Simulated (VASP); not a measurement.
Input of a VASP 6.6.1 run:

INCAR

```
PREC = Accurate
ENCUT = 520
EDIFF = 1E-6
ISMEAR = 0
SIGMA = 0.05
LREAL = Auto
LASPH = True
NELM = 80
ALGO = Normal
ISIF = 2
LWAVE = False
LCHARG = False
GGA = PE
NBANDS = 68
```

KPOINTS

```
Automatic mesh
0
Gamma
  1 1 1
```

The input POSCAR:

```
H3C5
1.0
    5.0487420000      0.0000000000      0.0000000000
    0.0000000000      5.0487420000      0.0000000000
    0.0000000000      0.0000000000     17.1355610000
H C
12 20
Direct
    0.4277869616      0.0000000000      0.0583581711
    0.0722132365      0.0000000000      0.0583581711
    0.9277869616      0.0000000000      0.0583581711
    0.5722132365      0.0000000000      0.0583581711
    0.4277869616      0.5000000000      0.0583581711
    0.0722132365      0.5000000000      0.0583581711
    0.9277869616      0.5000000000      0.0583581711
    0.5722132365      0.5000000000      0.0583581711
    0.7499390937      0.0039120636      0.3590585100
    0.2500175291      0.4957236872      0.3591017534
    0.7500246596      0.4959203699      0.3590784685
    1.2499896014      1.0037591543      0.3590705317
    0.2500000990      0.0000000000      0.0953981022
    0.7500000990      0.0000000000      0.0953981022
    0.2500000990      0.5000000000      0.0953981022
    0.7500000990      0.5000000000      0.0953981022
    0.2500000990      0.2500000990      0.1474827699
    0.7500000990      0.2500000990      0.1474827699
    0.2500000990      0.7500000990      0.1474827699
    0.7500000990      0.7500000990      0.1474827699
    0.0000071305      0.2499810844      0.1957756154
    0.4999982174      0.2499404802      0.1957750318
    0.0000198069      0.7499610794      0.2036061732
    0.4999803912      0.7499398860      0.2036024966
    0.0000140629      0.0165524402      0.2525042512
    0.5000005942      0.0165116379      0.2525034926
    0.0000025749      0.4833429793      0.2525309209
    0.4999651398      0.4833077230      0.2525225174
    0.2499999010      0.0881025412      0.2998623739
    0.7500084179      0.0882295035      0.2998481345
    0.2499838574      0.4116183794      0.2998755045
    0.7499767269      0.4117451436      0.2998584056
```

Potentials or basis: VASP PAW PBE potentials, release 64 (H, C).

Run with:

```bash
$ cat potpaw_PBE.64/H/POTCAR potpaw_PBE.64/C/POTCAR > POTCAR
$ mpirun -np 1 vasp_gam > vasp.out
```

**Question.** Predict the largest force.

**Answer.** 9.775 eV/Å.

**Question.** Estimate the band gap on the k mesh.

**Answer.** 1.70 eV.

Forces on the atoms (eV/Å):
```
H   -9.774 -0.053  0.112
H    9.774 -0.053  0.112
H   -9.774 -0.053  0.112
H    9.774 -0.053  0.112
H   -9.774  0.052  0.111
H    9.774  0.052  0.112
H   -9.774  0.052  0.112
H    9.774  0.052  0.112
H    0.002  0.209  0.027
H    0.000 -0.203  0.029
H   -0.001 -0.205  0.029
H    0.000  0.209  0.025
C   -0.001 -0.151  1.480
C    0.000 -0.152  1.481
C    0.000  0.152  1.480
C    0.000  0.152  1.480
C    0.000 -0.001 -2.632
C    0.001 -0.001 -2.631
C    0.000 -0.004  0.384
C    0.000 -0.006  0.384
C    0.000 -0.002 -0.359
C   -0.002  0.000 -0.359
C   -0.003  0.001 -0.009
C    0.002  0.000 -0.008
C   -0.002 -0.413 -0.107
C    0.001 -0.409 -0.107
C   -0.002  0.416 -0.115
C    0.003  0.419 -0.110
C    0.001 -0.853 -0.315
C   -0.002 -0.863 -0.310
C    0.001  0.859 -0.313
C    0.002  0.850 -0.314
```

Caveat: the k points lie up to 1.24 Å⁻¹ apart, too coarse for converged energies, forces and pressures; there is no dipole correction, which matters where the two faces differ.
